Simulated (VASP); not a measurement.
**SiO2: single point with PBE**

SiO2:

```
Si O
1.0
     0.00000    4.71610    7.38178
     2.35824    0.00000    7.38178
     2.35824    4.71610    0.00000
Si O
4 8
Direct
  0.56282 0.56282 0.93718
  0.31282 0.31282 0.68718
  0.68718 0.68718 0.31282
  0.93718 0.93718 0.56282
  0.62500 0.12500 0.62500
  0.62500 0.62500 0.12500
  0.62500 0.62500 0.62500
  0.12500 0.62500 0.62500
  0.18328 0.81672 0.18328
  0.81672 0.18328 0.81672
  0.43328 0.06672 0.43328
  0.06672 0.43328 0.06672
```

```
Program                : VASP 6.6.1
Task                   : single point
Functional             : PBE
Potentials or basis    : VASP PAW PBE potentials, release 64 (Si, O)
Cutoff                 : 520 eV
k mesh                 : 6 × 6 × 6
Occupations            : gaussian, width 0.02 eV
Spin                   : no spin polarisation
Dipole correction      : no
Further INCAR settings : ALGO = Normal; EDIFF = 1e-07; NBANDS = 44
```

| Item | Value |
| --- | --- |
| Pressure | 3.1 GPa |
| Largest force | 0.034 eV/Å |
| Band gap on the k mesh | 5.75 eV |

Forces on the atoms (eV/Å):
```
Si   0.000  0.000  0.034
Si   0.000  0.000  0.034
Si   0.000  0.000 -0.034
Si   0.000  0.000 -0.034
O    0.000  0.000  0.000
O    0.000  0.000  0.000
O    0.000  0.000  0.000
O    0.000  0.000  0.000
O    0.000  0.001  0.000
O    0.000 -0.001  0.000
O    0.000  0.001  0.000
O    0.000 -0.001  0.000
```

Stress tensor (GPa, compression positive):
```
3.23 0.00 0.00
0.00 3.00 0.00
0.00 0.00 3.19
```

Levels at points of the mesh, in eV from the valence-band top:
```tsv
k point	band 29	band 30	band 31	band 32	band 33	band 34	band 35	band 36
(0.00, 0.00, 0.00)	-0.55	-0.43	-0.01	0.00	5.75	8.34	8.35	8.73
(0.50, 0.00, 0.00)	-0.58	-0.53	-0.29	-0.24	8.20	8.78	8.86	9.55
(0.50, 0.50, 0.00)	-0.60	-0.60	-0.13	-0.13	6.90	6.90	8.78	8.78
(0.50, 0.00, 0.50)	-0.86	-0.86	-0.26	-0.26	7.84	7.84	9.51	9.51
(0.00, 0.50, 0.50)	-0.87	-0.87	-0.12	-0.12	8.12	8.12	9.12	9.12
```

Wall time 4.5 min on 1 thread of Intel(R) Xeon(R) 6975P-C (Granite Rapids) (shared host), peak memory 0.51 GiB.

Caveat: the cell stands under pressure. A k mesh can miss the band edges.
